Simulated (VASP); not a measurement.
# Cu in VASP: further runs

The runs below take Cu through single point, with PBEsol.

Program: VASP 6.6.1. These are calculated values, not measurements. Logs are shortened: lines on timing, memory, paths and dates and some standing lists are left out, and cuts for length are marked.

## 1. The cell of the first run

The cell holds a slab with vacuum, 6 atoms: a = 2.504 Å, b = 2.504 Å, c = 24.576 Å, α = 90.00°, β = 90.00°, γ = 120.00°.

## 2. Single point, PBEsol

The input, INCAR:

```
SYSTEM = Cu
PREC     = Accurate       ! precision mode
ENCUT    = 520            ! plane-wave cutoff, eV
EDIFF    = 1E-7           ! SCF threshold, eV
ISMEAR   = 0              ! smearing method
SIGMA    = 0.2            ! smearing width, eV
LREAL    = .False.        ! projectors in reciprocal space
LASPH    = .True.         ! aspherical terms in the spheres
NELM     = 60             ! most SCF steps
ALGO     = Normal         ! electronic algorithm
ISIF     = 2              ! what is computed and relaxed
LWAVE    = .False.        ! write WAVECAR
LCHARG   = .True.         ! write CHGCAR
GGA      = PS             ! functional
LELF     = .True.         ! ELF
LVHAR    = .True.       
NBANDS   = 42             ! bands
```

The input, KPOINTS:

```
Automatic mesh
0
Gamma
  10 10 1
  0 0 0
```

The input, POSCAR:

```
Cu
1.0
    2.5036580000      0.0000000000      0.0000000000
   -1.2518290000      2.1682314304      0.0000000000
    0.0000000000      0.0000000000     24.5755890000
Cu
6
Direct
    0.0000000000      0.0000000000      0.3737640000
    0.6666670000      0.3333330000      0.2896140000
    0.3333330000      0.6666670000      0.4579910000
    0.0000000000      0.0000000000      0.6262360000
    0.6666670000      0.3333330000      0.5420090000
    0.3333330000      0.6666670000      0.7103860000
```

Potentials or basis: VASP PAW PBE potentials, release 64 (Cu).

Started as:

```bash
cat potpaw_PBE.64/Cu/POTCAR > POTCAR
mpirun -np 1 vasp_std > vasp.out
```

OUTCAR:

```text
SYSTEM = Cu
   PREC = Accurate
   ENCUT = 520
   EDIFF = 1E-7
   ISMEAR = 0
   LREAL = .False.
   LASPH = .True.
   NELM = 60
   ISIF = 2
   GGA = PS

 ion  position               nearest neighbor table
   1  0.000  0.000  0.374-   2 2.52   2 2.52   2 2.52   3 2.52   3 2.52   3 2.52
   2  0.667  0.333  0.290-   1 2.52   1 2.52   1 2.52
   3  0.333  0.667  0.458-   5 2.52   5 2.52   5 2.52   1 2.52   1 2.52   1 2.52
   4  0.000  0.000  0.626-   6 2.52   6 2.52   6 2.52   5 2.52   5 2.52   5 2.52
   5  0.667  0.333  0.542-   3 2.52   3 2.52   3 2.52   4 2.52   4 2.52   4 2.52
   6  0.333  0.667  0.710-   4 2.52   4 2.52   4 2.52

  LATTYP: Found a hexagonal cell.
 ALAT       =     2.5036580000
 C/A-ratio  =     9.8158730146

  Lattice vectors:

 A1 = (   2.5036580000,   0.0000000000,   0.0000000000)
 A2 = (  -1.2518290000,   2.1682314304,   0.0000000000)
 A3 = (   0.0000000000,   0.0000000000,  24.5755890000)

Analysis of symmetry for initial positions (statically):
=====================================================================
 Subroutine PRICEL returns:
 Original cell was already a primitive cell.

 Routine SETGRP: Setting up the symmetry group for a
 hexagonal supercell.

 Subroutine GETGRP returns: Found 12 space group operations
 (whereof 12 operations were pure point group operations)
 out of a pool of 24 trial point group operations.

The static configuration has the point symmetry D_3d.

Analysis of symmetry for dynamics (positions and initial velocities):
=====================================================================
 Subroutine PRICEL returns:
 Original cell was already a primitive cell.

 Routine SETGRP: Setting up the symmetry group for a
 hexagonal supercell.

 Subroutine GETGRP returns: Found 12 space group operations
 (whereof 12 operations were pure point group operations)
 out of a pool of 24 trial point group operations.

The dynamic configuration has the point symmetry D_3d.

 Subroutine INISYM returns: Found 12 space group operations
 (whereof 12 operations are pure point group operations),
 and found     1 'primitive' translations

----------------------------------------------------------------------------------------

                                     Primitive cell
[... 87 lines left out ...]
   NELM   =     60;   NELMIN=  2; NELMDL= -5     # of ELM steps
   EDIFF  = 0.1E-06   stopping-criterion for ELM
   LREAL  =      F    real-space projection
   EDIFFG = 0.1E-05   stopping-criterion for IOM
   NSW    =      0    number of steps for IOM
   IBRION =     -1    ionic relax: 0-MD 1-quasi-New 2-CG
   NFREE  =      0    steps in history (QN), initial steepest desc. (CG)
   ISIF   =      2    stress and relaxation
   ISYM   =      2    0-nonsym 1-usesym 2-fastsym
   POTIM  = 0.5000    time-step for ionic-motion
   TEBEG  =    0.0;   TEEND  =   0.0 temperature during run
   PSTRESS=    0.0 pullay stress
   NELECT =      66.0000    total number of electrons
   NUPDOWN=      -1.0000    fix difference up-down
   EMIN   =  10.00;   EMAX   =-10.00  energy-range for DOS
   EFERMI =   0.00;   METHOD = LEGACY
   ISMEAR =     0;   SIGMA  =   0.20  broadening in eV -4-tet -1-fermi 0-gaus
   EFERMI_NEDOS =   21; number of points for ismear=-14 and -15
   IALGO  =     38    algorithm
   IMIX   =      4    mixing-type and parameters
     AMIX     =   0.40;   BMIX     =  1.00
     AMIX_MAG =   1.60;   BMIX_MAG =  1.00
  volume/ion in A,a.u.               =      22.23       150.05
  Fermi-wavevector in a.u.,A,eV,Ry     =   1.294776  2.446772 22.809415  1.676445
  Thomas-Fermi vector in A             =   2.426337
   LORBIT       =      0    0 simple, 1 ext, 2 COOP (PROOUT), +10 PAW based schemes
   GGA     = PS    functional components
   LHFCALC =     F    Hartree Fock is set to
   AEXX    =    0.0000 exact exchange contribution
   IVDW    =     0    specifies the selected vdW correction
   LEPSILON=     F    determine dielectric tensor
   LRPA    =     F    only Hartree local field effects (RPA)
 non-spin polarized calculation
 Gauss-broadening in eV      SIGMA  =   0.20
  energy-cutoff  :      520.00
  volume of cell :      133.41
 maximum number of plane-waves:      3631
 NGX is ok and might be reduce to    20
   NGX =  9   NGY =  9   NGZ = 91

 number of electron      66.0000023 magnetization

 Free energy of the ion-electron system (eV)
  ---------------------------------------------------
  ext. energy  EPLUGINS =         0.00000000
  ---------------------------------------------------
  free energy    TOTEN  =       -24.71266242 eV

  energy without entropy =      -24.65050393  energy(sigma->0) =      -24.68158318

 E-fermi :   1.6643     XC(G=0):  -7.4086

 val. band max:        1.5361170590   @ k =   0.2000   0.2000   0.0000
 cond. band min:       1.7137857397   @ k =   0.2000   0.1000   0.0000
 fundamental gap:      0.1776686807
 Fermi energy:         1.6642942213

 k-point     1 :       0.0000    0.0000    0.0000
  band No.  band energies     occupation
      1      -7.8824      2.00000
      2      -7.2438      2.00000
      3      -6.2258      2.00000
      4      -5.0191      2.00000
      5      -4.0977      2.00000
      6      -3.7693      2.00000
[... 619 lines left out ...]
     41       8.3569      0.00000
     42       8.9384      0.00000

------------------------ aborting loop because EDIFF is reached ----------------------------------------

  FORCE on cell =-STRESS in cart. coord.  units (eV):
  Direction    XX          YY          ZZ          XY          YZ          ZX
  --------------------------------------------------------------------------------------
  -------------------------------------------------------------------------------------
  Total       -0.1135002     -0.1135002     -0.5143075      0.0000000      0.0000000      0.0000000
  in kB       -1.3630835     -1.3630835     -6.1765912      0.0000000      0.0000000      0.0000000
  external PRESSURE =      -2.9675861 kB  Pullay stress =       0.0000000 kB

 VOLUME and BASIS-vectors are now :
 -----------------------------------------------------------------------------
  energy-cutoff  :      520.00
  volume of cell :      133.41
      direct lattice vectors                 reciprocal lattice vectors
     2.503658000  0.000000000  0.000000000     0.399415575  0.230602690  0.000000000
    -1.251829000  2.168231430  0.000000000     0.000000000  0.461205380  0.000000000
     0.000000000  0.000000000 24.575589000     0.000000000  0.000000000  0.040690785

 POSITION                                       TOTAL-FORCE (eV/Angst)
 -----------------------------------------------------------------------------------
      0.00000      0.00000      9.18547        -0.000000     -0.000000      0.031369
      1.25183      0.72274      7.11743        -0.000000      0.000000      0.040461
     -0.00000      1.44549     11.25540         0.000000      0.000000     -0.063451
      0.00000      0.00000     15.39012        -0.000000      0.000000     -0.031369
      1.25183      0.72274     13.32019        -0.000000     -0.000000      0.063451
     -0.00000      1.44549     17.45815         0.000000      0.000000     -0.040461
 -----------------------------------------------------------------------------------
    total drift:                               -0.000000      0.000000      0.000000

  FREE ENERGIE OF THE ION-ELECTRON SYSTEM (eV)
  ---------------------------------------------------
  free  energy   TOTEN  =       -24.7126624241 eV

  energy  without entropy=      -24.6505039284  energy(sigma->0) =      -24.68158318
```

OSZICAR:

```text
N       E                     dE             d eps       ncg     rms          rms(c)
DAV:   1     0.589212953375E+03    0.58921E+03   -0.29585E+04  1176   0.232E+03
DAV:   2     0.407584027993E+02   -0.54845E+03   -0.52781E+03  1176   0.430E+02
DAV:   3    -0.285533623899E+02   -0.69312E+02   -0.64181E+02  1194   0.204E+02
DAV:   4    -0.309647667816E+02   -0.24114E+01   -0.23958E+01  1348   0.518E+01
[... 17 lines left out ...]
DAV:  22    -0.247126580149E+02   -0.46794E-05   -0.22585E-06  1304   0.249E-02    0.167E-03
DAV:  23    -0.247126610424E+02   -0.30275E-05   -0.38169E-07  1024   0.112E-02    0.714E-04
DAV:  24    -0.247126621592E+02   -0.11168E-05   -0.11236E-07   772   0.806E-03    0.233E-04
DAV:  25    -0.247126623838E+02   -0.22467E-06   -0.23917E-08   762   0.243E-03    0.150E-04
DAV:  26    -0.247126624241E+02   -0.40251E-07   -0.71541E-09   732   0.135E-03
   1 F= -.24712662E+02 E0= -.24681583E+02  d E =-.621585E-01
```

stdout:

```text
POSCAR found type information on POSCAR Cu
 POSCAR found :  1 types and       6 ions
 scaLAPACK will be used
 -----------------------------------------------------------------------------
|                                                                             |
|                                                                             |
|     You enforced a specific xc type in the INCAR file but a different       |
|     I HOPE YOU KNOW WHAT YOU ARE DOING!                                     |
|                                                                             |
 -----------------------------------------------------------------------------

 LDA part: xc-table for (Slater+PW92), standard interpolation
 POSCAR, INCAR and KPOINTS ok, starting setup
 FFT: planning ... GRIDC
 FFT: planning ... GRID_SOFT
 FFT: planning ... GRID
 WAVECAR not read
 entering main loop
```

It took 2.4 min on 1 thread of Intel Xeon Platinum 8375C at 2.90GHz (Ice Lake), shared host; peak memory 0.28 GiB.

Results:

```yaml
Free_energy: -24.7127 eV
Largest_force: 0.063 eV/Å
Band_gap_on_the_k_mesh: zero (band 33 reaches 4.63 eV, above the bottom of band 34 at -0.00 eV)
```

Forces in eV/Å, atoms in the order of the input:
```
Cu   0.000  0.000  0.031
Cu   0.000  0.000  0.040
Cu   0.000  0.000 -0.063
Cu   0.000  0.000 -0.031
Cu   0.000  0.000  0.063
Cu   0.000  0.000 -0.040
```

Levels at points of the mesh, in eV from the Fermi level:
```
           k point  band 32  band 33  band 34  band 35  band 36  band 37
(0.00, 0.00, 0.00)    -1.73    -1.73    -1.67    -1.67    -1.01    -0.56
(0.50, 0.00, 0.00)     0.24     0.87     1.24     1.47     1.51     4.31
```

Caveat: the PAW data sets were made with another functional, which shifts forces and pressure a little.

## 3. Single point, PBEsol

The input, INCAR:

```
PREC     = Accurate       # precision mode
ENCUT    = 520            # plane-wave cutoff, eV
EDIFF    = 1E-7           # SCF threshold, eV
ISMEAR   = 0              # smearing method
SIGMA    = 0.1            # smearing width, eV
LREAL    = F              # projectors in reciprocal space
LASPH    = T              # aspherical terms in the spheres
NELM     = 100            # most SCF steps
ALGO     = Normal         # electronic algorithm
ISIF     = 2              # what is computed and relaxed
LWAVE    = F              # write WAVECAR
LCHARG   = T              # write CHGCAR
GGA      = PS             # functional
LELF     = T              # ELF
LVHAR    = T            
NBANDS   = 42             # bands
```

The input, KPOINTS:

```
Automatic mesh
0
Gamma
  10 10 1
```

POSCAR is that of step 2.

Potentials or basis: VASP PAW PBE potentials, release 64 (Cu).

Started as:

```bash
cat potpaw_PBE.64/Cu/POTCAR > POTCAR
mpirun -np 1 vasp_std > vasp.out
```

OUTCAR:

```text
PREC = Accurate
   ENCUT = 520
   EDIFF = 1E-7
   ISMEAR = 0
   LREAL = F
   LASPH = T
   NELM = 100
   ISIF = 2
   GGA = PS

 ion  position               nearest neighbor table
   1  0.000  0.000  0.374-   2 2.52   2 2.52   2 2.52   3 2.52   3 2.52   3 2.52
   2  0.667  0.333  0.290-   1 2.52   1 2.52   1 2.52
   3  0.333  0.667  0.458-   5 2.52   5 2.52   5 2.52   1 2.52   1 2.52   1 2.52
   4  0.000  0.000  0.626-   6 2.52   6 2.52   6 2.52   5 2.52   5 2.52   5 2.52
   5  0.667  0.333  0.542-   3 2.52   3 2.52   3 2.52   4 2.52   4 2.52   4 2.52
   6  0.333  0.667  0.710-   4 2.52   4 2.52   4 2.52

  LATTYP: Found a hexagonal cell.
 ALAT       =     2.5036580000
 C/A-ratio  =     9.8158730146

  Lattice vectors:

 A1 = (   2.5036580000,   0.0000000000,   0.0000000000)
 A2 = (  -1.2518290000,   2.1682314304,   0.0000000000)
 A3 = (   0.0000000000,   0.0000000000,  24.5755890000)

Analysis of symmetry for initial positions (statically):
=====================================================================
 Subroutine PRICEL returns:
[... 172 lines left out ...]
 cond. band min:       1.7158119718   @ k =   0.2000   0.1000   0.0000
 fundamental gap:      0.1772123074
 Fermi energy:         1.6774452964

 k-point     1 :       0.0000    0.0000    0.0000
  band No.  band energies     occupation
      1      -7.8790      2.00000
      2      -7.2484      2.00000
      3      -6.2263      2.00000
      4      -5.0163      2.00000
      5      -4.1006      2.00000
      6      -3.7670      2.00000
[... 619 lines left out ...]
     41       8.3554      0.00000
     42       8.9402      0.00000

------------------------ aborting loop because EDIFF is reached ----------------------------------------

  FORCE on cell =-STRESS in cart. coord.  units (eV):
  Direction    XX          YY          ZZ          XY          YZ          ZX
  --------------------------------------------------------------------------------------
  -------------------------------------------------------------------------------------
  Total       -0.1247894     -0.1247894     -0.4853199      0.0000000      0.0000000      0.0000000
  in kB       -1.4986617     -1.4986617     -5.8284635      0.0000000      0.0000000      0.0000000
  external PRESSURE =      -2.9419290 kB  Pullay stress =       0.0000000 kB

 VOLUME and BASIS-vectors are now :
 -----------------------------------------------------------------------------
  energy-cutoff  :      520.00
  volume of cell :      133.41
      direct lattice vectors                 reciprocal lattice vectors
     2.503658000  0.000000000  0.000000000     0.399415575  0.230602690  0.000000000
    -1.251829000  2.168231430  0.000000000     0.000000000  0.461205380  0.000000000
     0.000000000  0.000000000 24.575589000     0.000000000  0.000000000  0.040690785

 POSITION                                       TOTAL-FORCE (eV/Angst)
 -----------------------------------------------------------------------------------
      0.00000      0.00000      9.18547        -0.000000     -0.000000      0.046578
      1.25183      0.72274      7.11743         0.000000     -0.000000      0.029372
     -0.00000      1.44549     11.25540        -0.000000      0.000000     -0.067204
      0.00000      0.00000     15.39012        -0.000000      0.000000     -0.046578
      1.25183      0.72274     13.32019         0.000000     -0.000000      0.067204
     -0.00000      1.44549     17.45815        -0.000000      0.000000     -0.029372
 -----------------------------------------------------------------------------------
    total drift:                               -0.000000      0.000000      0.000000

  FREE ENERGIE OF THE ION-ELECTRON SYSTEM (eV)
  ---------------------------------------------------
  free  energy   TOTEN  =       -24.6883378015 eV

  energy  without entropy=      -24.6712274858  energy(sigma->0) =      -24.67978264
```

It took 2 min on 1 thread of Intel Xeon Platinum 8375C at 2.90GHz (Ice Lake), shared host; peak memory 0.28 GiB.

What came out:

| Quantity | Value |
| --- | --- |
| Free energy | -24.6883 eV |
| Largest force | 0.067 eV/Å |
| Band gap on the k mesh | zero (band 33 reaches 4.63 eV, above the bottom of band 34 at -0.00 eV) |

Forces in eV/Å, atoms in the order of the input:
```
Cu   0.000  0.000  0.047
Cu   0.000  0.000  0.029
Cu   0.000  0.000 -0.067
Cu   0.000  0.000 -0.047
Cu   0.000  0.000  0.067
Cu   0.000  0.000 -0.029
```

Caveat: the PAW data sets were made with another functional, which shifts forces and pressure a little.
